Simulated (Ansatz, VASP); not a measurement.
Zr: VASP beside Ansatz

The input INCAR:

```
SYSTEM = Zr
PREC     = Accurate       ! precision mode
ENCUT    = 520            ! plane-wave cutoff, eV
EDIFF    = 1E-7           ! SCF threshold, eV
ISMEAR   = -1             ! smearing method
SIGMA    = 0.1            ! smearing width, eV
LREAL    = .FALSE.        ! projectors in reciprocal space
LASPH    = .TRUE.         ! aspherical terms in the spheres
NELM     = 150            ! most SCF steps
ALGO     = Normal         ! electronic algorithm
ISIF     = 2              ! what is computed and relaxed
LWAVE    = .FALSE.        ! write WAVECAR
LCHARG   = .FALSE.        ! write CHGCAR
MAGMOM   = 0 0 0 0 0 0    ! initial moments
LORBIT   = 11             ! projections on sites
LSORBIT  = .TRUE.         ! spin-orbit coupling
GGA_COMPAT= .FALSE.      
LORBMOM  = .TRUE.       
LMAXMIX  = 4              ! l up to which the mixer works
GGA      = B5             ! functional
ALDAX    = 1.0          
AGGAX    = 1.0          
AGGAC    = 1.0          
ALDAC    = 0.0          
NBANDS   = 36             ! bands
```

KPOINTS

```
regular mesh
0
G
  11 11 6
  0 0 0
```

POSCAR

```
Zr
1.0
    3.2667420720      0.0000000000      0.0000000000
   -1.6333710360      2.8290816220      0.0000000000
    0.0000000000      0.0000000000      5.2331918826
Zr
2
Direct
    0.3333333333      0.6666666667      0.2500000000
    0.6666666667      0.3333333333      0.7500000000
```

Input for Ansatz:

```yaml
crystal:
  lattice:
    - [3.2667420713, 0.0, 0.0]
    - [-1.6333710356, 2.8290816213, 0.0]
    - [0.0, 0.0, 5.233191884]
  atoms:
    - { symbol: Zr, position: [0.3333333333, 0.6666666667, 0.25] }
    - { symbol: Zr, position: [0.6666666667, 0.3333333333, 0.75] }
hamiltonian:
  xc: blyp
  pseudopotentials:
    kind: paw_fr
    azcp:
      Zr: "pseudopotentials/Zr.paw.azcp"
basis:
  ecutwfc: 420
  fft_grid_basis: typed
kpoints:
  mp_grid: { grid: [11, 11, 6], shift: [0, 0, 0] }
magnetization:
  noncollinear: true
  spin_orbit: true
scf:
  occupations: { method: fermi_dirac, width: 0.1 }
```

Alike in both runs: task single point; functional BLYP; k mesh 11 × 11 × 6; occupations fermi-dirac, width 0.1 eV; non-collinear spin, spin-orbit coupling.

|  | VASP | Ansatz |
| --- | --- | --- |
| version | VASP 6.6.1 | Ansatz 0.2.0 |
| potentials or method | VASP PAW PBE potentials, release 64 (Zr_sv), cutoff 520 eV | plane waves (420 eV) with PAW, fully relativistic with spin-orbit coupling |
| valence electrons in the cell | 24 | 24 |

|  | VASP | Ansatz | Ansatz less VASP |
| --- | --- | --- | --- |
| net moment per atom (μB) | 0.00 | 0.00 | 0.000 |

VASP's potentials were made for PBE, not for BLYP.
